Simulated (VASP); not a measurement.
# Te2Mo in VASP: settings compared, part 2 of 2

VASP 6.6.1. The steps go on from the part before.

## Step 4: Single point, PBE, collinear spin (26.47 Å³/atom)

This run uses another cell than the first one, of 26.47 Å³/atom.

INCAR

```
PREC = Accurate
ENCUT = 520
EDIFF = 1E-7
ISMEAR = 0
SIGMA = 0.05
LREAL = F
LASPH = T
NELM = 150
ALGO = Normal
ISIF = 2
LWAVE = F
LCHARG = T
ISPIN = 2
MAGMOM = 0 0 0 0 0.05 0.05
LORBIT = 11
LMAXMIX = 4
GGA = PE
LELF = T
LVHAR = T
NBANDS = 39
```

KPOINTS

```
regular mesh
0
Gamma
  10 10 2
```

POSCAR

```
Te2Mo
1.0
    3.5480309172      0.0000000000      0.0000000000
   -1.7740154586      3.0726849077      0.0000000000
    0.0000000000      0.0000000000     14.5660141807
Te Mo
4 2
Direct
    0.3333333333      0.6666666667      0.6257426455
    0.6666666667      0.3333333333      0.1257426455
    0.3333333333      0.6666666667      0.8742573545
    0.6666666667      0.3333333333      0.3742573545
    0.3333333333      0.6666666667      0.2500000000
    0.6666666667      0.3333333333      0.7500000000
```

Potentials or basis: VASP PAW PBE potentials, release 64 (Te, Mo_sv).

Launch:

```bash
$ cat potpaw_PBE.64/Te/POTCAR potpaw_PBE.64/Mo_sv/POTCAR > POTCAR
$ mpirun -np 1 vasp_std > vasp.out
```

OUTCAR:

```text
PREC = Accurate
   ENCUT = 520
   EDIFF = 1E-7
   ISMEAR = 0
   LREAL = F
   LASPH = T
   NELM = 150
   ISIF = 2
   ISPIN = 2
   LORBIT = 11
   GGA = PE

 ion  position               nearest neighbor table
   1  0.333  0.667  0.626-   6 2.73   6 2.73   6 2.73   3 3.62
   2  0.667  0.333  0.126-   5 2.73   5 2.73   5 2.73   4 3.62
   3  0.333  0.667  0.874-   6 2.73   6 2.73   6 2.73   1 3.62
   4  0.667  0.333  0.374-   5 2.73   5 2.73   5 2.73   2 3.62
   5  0.333  0.667  0.250-   2 2.73   4 2.73   2 2.73   4 2.73   2 2.73   4 2.73
   6  0.667  0.333  0.750-   1 2.73   3 2.73   1 2.73   3 2.73   1 2.73   3 2.73

  LATTYP: Found a hexagonal cell.
 ALAT       =     3.5480309172
 C/A-ratio  =     4.1053797221

  Lattice vectors:

 A1 = (   3.5480309172,   0.0000000000,   0.0000000000)
 A2 = (  -1.7740154586,   3.0726849077,   0.0000000000)
 A3 = (   0.0000000000,   0.0000000000,  14.5660141807)

Analysis of symmetry for initial positions (statically):
=====================================================================
 Subroutine PRICEL returns:
 Original cell was already a primitive cell.

 Routine SETGRP: Setting up the symmetry group for a
 hexagonal supercell.

 Subroutine GETGRP returns: Found 24 space group operations
 (whereof 12 operations were pure point group operations)
 out of a pool of 24 trial point group operations.

The static configuration has the point symmetry D_3d.
 The point group associated with its full space group is D_6h.

Analysis of symmetry for dynamics (positions and initial velocities):
=====================================================================
 Subroutine PRICEL returns:
 Original cell was already a primitive cell.

 Routine SETGRP: Setting up the symmetry group for a
 hexagonal supercell.

 Subroutine GETGRP returns: Found 24 space group operations
 (whereof 12 operations were pure point group operations)
 out of a pool of 24 trial point group operations.

[... 181 lines left out ...]

 k-point     1 :       0.0000    0.0000    0.0000
  band No.  band energies     occupation
      1     -53.4299      1.00000
      2     -53.4299      1.00000
      3     -27.5790      1.00000
      4     -27.5790      1.00000
      5     -27.4716      1.00000
      6     -27.4716      1.00000
[... 973 lines left out ...]
     37      13.8409      0.00000
     38      13.8409      0.00000

 [... further k-points ...]

 spin component 2

 k-point     1 :       0.0000    0.0000    0.0000
  band No.  band energies     occupation
      1     -53.4300      1.00000
      2     -53.4300      1.00000
      3     -27.5790      1.00000
      4     -27.5790      1.00000
      5     -27.4716      1.00000
      6     -27.4716      1.00000
[... 973 lines left out ...]
     37      13.8410      0.00000
     38      13.8410      0.00000

 [... further k-points ...]

 [bands above 38 left out]

------------------------ aborting loop because EDIFF is reached ----------------------------------------

  FORCE on cell =-STRESS in cart. coord.  units (eV):
  Direction    XX          YY          ZZ          XY          YZ          ZX
  --------------------------------------------------------------------------------------
  -------------------------------------------------------------------------------------
  Total        0.4749517      0.4749517      0.6011627      0.0000000      0.0000000      0.0000000
  in kB        4.7919677      4.7919677      6.0653578      0.0000000      0.0000000      0.0000000
  external PRESSURE =       5.2164311 kB  Pullay stress =       0.0000000 kB

 VOLUME and BASIS-vectors are now :
 -----------------------------------------------------------------------------
  energy-cutoff  :      520.00
  volume of cell :      158.80
      direct lattice vectors                 reciprocal lattice vectors
     3.548030917  0.000000000  0.000000000     0.281846473  0.162724137  0.000000000
    -1.774015459  3.072684908  0.000000000     0.000000000  0.325448274  0.000000000
     0.000000000  0.000000000 14.566014181     0.000000000  0.000000000  0.068652961

 POSITION                                       TOTAL-FORCE (eV/Angst)
 -----------------------------------------------------------------------------------
     -0.00000      2.04846      9.11458        -0.000000      0.000000     -0.006325
      1.77402      1.02423      1.83157        -0.000000     -0.000000     -0.006325
     -0.00000      2.04846     12.73445        -0.000000      0.000000      0.006325
      1.77402      1.02423      5.45144        -0.000000     -0.000000      0.006325
     -0.00000      2.04846      3.64150         0.000000      0.000000     -0.000000
      1.77402      1.02423     10.92451        -0.000000     -0.000000     -0.000000
 -----------------------------------------------------------------------------------
    total drift:                                0.000000     -0.000000      0.000000

  FREE ENERGIE OF THE ION-ELECTRON SYSTEM (eV)
  ---------------------------------------------------
  free  energy   TOTEN  =       -36.0627423809 eV

  energy  without entropy=      -36.0627423809  energy(sigma->0) =      -36.06274238

 total charge

# of ion       s       p       d       tot
------------------------------------------
    1        1.385   1.970   0.060   3.415
    2        1.385   1.970   0.060   3.415
    3        1.385   1.970   0.060   3.415
    4        1.385   1.970   0.060   3.415
    5        2.251   6.140   3.962  12.353
    6        2.251   6.140   3.962  12.353
--------------------------------------------------
tot         10.042  20.162   8.163  38.367

 magnetization (x)

# of ion       s       p       d       tot
------------------------------------------
    1       -0.000   0.000   0.000  -0.000
    2       -0.000   0.000   0.000  -0.000
    3       -0.000   0.000   0.000  -0.000
    4       -0.000   0.000   0.000  -0.000
    5       -0.000  -0.000  -0.000  -0.000
    6       -0.000  -0.000  -0.000  -0.000
--------------------------------------------------
tot         -0.000   0.000  -0.000  -0.000
```

stdout:

```text
POSCAR found type information on POSCAR TeMo
 POSCAR found :  2 types and       6 ions
 scaLAPACK will be used
 LDA part: xc-table for (Slater+PW92), standard interpolation
 POSCAR, INCAR and KPOINTS ok, starting setup
 FFT: planning ... GRIDC
 FFT: planning ... GRID_SOFT
 FFT: planning ... GRID
 WAVECAR not read
 entering main loop
```

Run time: 7.1 min. Hardware: 1 thread of Intel Xeon Platinum 8259CL at 2.50GHz (Skylake/Cascade Lake), shared host; peak memory 0.49 GiB.

Results:

* Free energy: -36.0627 eV
* Pressure: 0.5 GPa
* Largest force: 0.006 eV/Å
* Band gap on the k mesh: 0.89 eV (least direct gap 1.15 eV)
* Net moment: 0.00 μB per cell
* Valence electrons inside the program's atomic spheres: Te 3.42; Mo 12.35

Forces in eV/Å, atoms in the order of the input:
```
Te   0.000  0.000 -0.006
Te   0.000  0.000 -0.006
Te   0.000  0.000  0.006
Te   0.000  0.000  0.006
Mo   0.000  0.000  0.000
Mo   0.000  0.000  0.000
```

Stress tensor (GPa, compression positive):
```
0.48 0.00 0.00
0.00 0.48 0.00
0.00 0.00 0.61
```

Levels at points of the mesh, in eV from the valence-band top:
Spin up:
```tsv
k point	band 23	band 24	band 25	band 26	band 27	band 28	band 29	band 30
(0.00, 0.00, 0.00)	-0.90	-0.84	-0.55	0.00	2.97	2.97	3.05	3.05
(0.50, 0.00, 0.00)	-0.82	-0.79	-0.44	-0.27	1.35	1.38	1.57	1.81
(0.00, 0.00, 0.50)	-0.91	-0.91	-0.12	-0.12	3.00	3.00	3.00	3.00
(0.50, 0.00, 0.50)	-0.80	-0.80	-0.36	-0.36	1.36	1.36	1.70	1.70
```
Spin down:
```tsv
k point	band 23	band 24	band 25	band 26	band 27	band 28	band 29	band 30
(0.00, 0.00, 0.00)	-0.90	-0.84	-0.55	0.00	2.97	2.97	3.05	3.05
(0.50, 0.00, 0.00)	-0.82	-0.79	-0.44	-0.27	1.35	1.38	1.57	1.81
(0.00, 0.00, 0.50)	-0.91	-0.91	-0.12	-0.12	3.00	3.00	3.00	3.00
(0.50, 0.00, 0.50)	-0.80	-0.80	-0.36	-0.36	1.36	1.36	1.70	1.70
```

Caveat: spin-orbit coupling is left out, which moves the levels of the heavy elements; this functional lacks dispersion, which binds the layers, so the pressure and a relaxed spacing across them are unreliable.

## Step 5: Single point, PBE, collinear spin (29.13 Å³/atom)

This run uses another cell than the first one, of 29.13 Å³/atom.

INCAR

```
SYSTEM = Te2Mo
  PREC = Accurate
  ENCUT = 520
  EDIFF = 1E-6
  ISMEAR = 0
  SIGMA = 0.05
  LREAL = .FALSE.
  LASPH = .TRUE.
  NELM = 150
  ALGO = Normal
  ISIF = 2
  LWAVE = .FALSE.
  LCHARG = .FALSE.
  ISPIN = 2
  MAGMOM = 0 0 0 0 0.05 0.05
  LORBIT = 11
  LMAXMIX = 4
  GGA = PE
  NBANDS = 39
```

KPOINTS

```
regular mesh
0
G
  10 10 2
  0 0 0
```

POSCAR

```
Te2Mo
1.0
    3.5576164972      0.0000000000      0.0000000000
   -1.7788082486      3.0809862635      0.0000000000
    0.0000000000      0.0000000000     15.9440552157
Te Mo
4 2
Direct
    0.3333333333      0.6666666667      0.6366198823
    0.6666666667      0.3333333333      0.1366198823
    0.3333333333      0.6666666667      0.8633801177
    0.6666666667      0.3333333333      0.3633801177
    0.3333333333      0.6666666667      0.2500000000
    0.6666666667      0.3333333333      0.7500000000
```

Launch:

```bash
$ cat potpaw_PBE.64/Te/POTCAR potpaw_PBE.64/Mo_sv/POTCAR > POTCAR
$ mpirun -np 1 vasp_std > vasp.out
```

Wall time 7 min (1 thread of Intel Xeon 6455B, shared host); peak memory 0.53 GiB.

The run converged. Its results:

| Quantity | Value |
| --- | --- |
| Free energy | -36.0731 eV |
| Pressure | -0.1 GPa |
| Largest force | 0.013 eV/Å |
| Band gap on the k mesh | 1.12 eV (least direct gap 1.20 eV) |
| Net moment | 0.00 μB per cell |
| Valence electrons inside the program's atomic spheres | Te 3.41; Mo 12.35 |

Forces on the atoms (eV/Å):
```
Te   0.000  0.000 -0.013
Te   0.000  0.000 -0.013
Te   0.000  0.000  0.013
Te   0.000  0.000  0.013
Mo   0.000  0.000  0.000
Mo   0.000  0.000  0.000
```

Levels at points of the mesh, in eV from the valence-band top:
Spin up:
| k point | band 22 | band 23 | band 24 | band 25 | band 26 | band 27 | band 28 | band 29 | band 30 | band 31 |
| --- | --- | --- | --- | --- | --- | --- | --- | --- | --- | --- |
| (0.00, 0.00, 0.00) | -0.83 | -0.82 | -0.82 | -0.61 | -0.12 | 3.08 | 3.08 | 3.10 | 3.10 | 3.34 |
| (0.50, 0.00, 0.00) | -1.55 | -0.68 | -0.68 | -0.29 | -0.25 | 1.44 | 1.45 | 1.71 | 1.83 | 2.99 |
| (0.00, 0.00, 0.50) | -0.82 | -0.82 | -0.82 | -0.26 | -0.26 | 3.09 | 3.09 | 3.09 | 3.09 | 3.36 |
| (0.50, 0.00, 0.50) | -1.56 | -0.68 | -0.68 | -0.27 | -0.27 | 1.44 | 1.44 | 1.77 | 1.77 | 3.24 |
Spin down:
```csv
k point,band 22,band 23,band 24,band 25,band 26,band 27,band 28,band 29,band 30,band 31
"(0.00, 0.00, 0.00)",-0.83,-0.82,-0.82,-0.61,-0.12,3.08,3.08,3.10,3.10,3.34
"(0.50, 0.00, 0.00)",-1.55,-0.68,-0.68,-0.29,-0.25,1.44,1.45,1.71,1.83,2.99
"(0.00, 0.00, 0.50)",-0.82,-0.82,-0.82,-0.26,-0.26,3.09,3.09,3.09,3.09,3.36
"(0.50, 0.00, 0.50)",-1.56,-0.68,-0.68,-0.27,-0.27,1.44,1.44,1.77,1.77,3.24
```

Caveat: spin-orbit coupling is left out, which moves the levels of the heavy elements; this functional lacks dispersion, which binds the layers, so the pressure and a relaxed spacing across them are unreliable.

## Step 6: Overview

| level | cell | cutoff (eV) | gap on the mesh (eV) | pressure (GPa) | moment (μB) | largest force (eV/Å) |
| --- | --- | --- | --- | --- | --- | --- |
| PBE | a = 3.557, b = 3.557, c = 15.341 Å, angles 90.6, 88.9, 120.0°, 6 atoms, atomic positions A | 520 | 1.05 | 0.1 | 0.00 | 0.22 |
| r2SCAN | a = 3.557, b = 3.557, c = 15.340 Å, angles 90.0, 90.0, 120.0°, 6 atoms, atomic positions A | 550 | 1.16 | -0.7 | 0.00 | 0.17 |
| PBE | a = 3.548, b = 3.548, c = 14.566 Å, angles 90.0, 90.0, 120.0°, 6 atoms, atomic positions B | 520 | 0.89 | 0.5 | 0.00 | 0.01 |
| PBE | a = 3.558, b = 3.558, c = 15.944 Å, angles 90.0, 90.0, 120.0°, 6 atoms, atomic positions C | 520 | 1.12 | -0.1 | 0.00 | 0.01 |

Alike in all rows: task single point; potentials or basis VASP PAW PBE potentials, release 64 (Te, Mo_sv); spin collinear; k mesh 10 × 10 × 2; smearing gaussian 0.05 eV.

Caveats: spin-orbit coupling is left out, which moves the levels of the heavy elements; this functional lacks dispersion, which binds the layers, so the pressure and a relaxed spacing across them are unreliable (at least some runs); the PAW data sets were made with another functional, which shifts forces and pressure a little (at least some runs).

Total energies depend on the potentials used, so only differences within one code and one set of settings carry meaning.

## Step 7: Comparison with measurements

Step 3. Measured gap of Te2Mo: 0.88 eV (indirect; 300 K; quoted in “Broadband infrared study of pressure-tunable Fano resonance and metallization transition in 2H-MoTe2”, 2022, pmc:9569381). This calculation gives 1.16 eV (+0.28 eV). Spin-orbit coupling on Mo, Te is left out. The value is that of r2SCAN on a finite k mesh, which can miss the band edges, without temperature or zero-point motion.

Step 4. Measured gap of Te2Mo: 0.88 eV (indirect; 300 K; quoted in “Broadband infrared study of pressure-tunable Fano resonance and metallization transition in 2H-MoTe2”, 2022, pmc:9569381). This calculation gives 0.89 eV (+0.01 eV). Spin-orbit coupling on Mo, Te is left out. The value is that of PBE on a finite k mesh, which can miss the band edges, without temperature or zero-point motion.

Step 5. Measured gap of Te2Mo: 0.88 eV (indirect; 300 K; quoted in “Broadband infrared study of pressure-tunable Fano resonance and metallization transition in 2H-MoTe2”, 2022, pmc:9569381). This calculation gives 1.12 eV (+0.24 eV). Spin-orbit coupling on Mo, Te is left out. The value is that of PBE on a finite k mesh, which can miss the band edges, without temperature or zero-point motion.
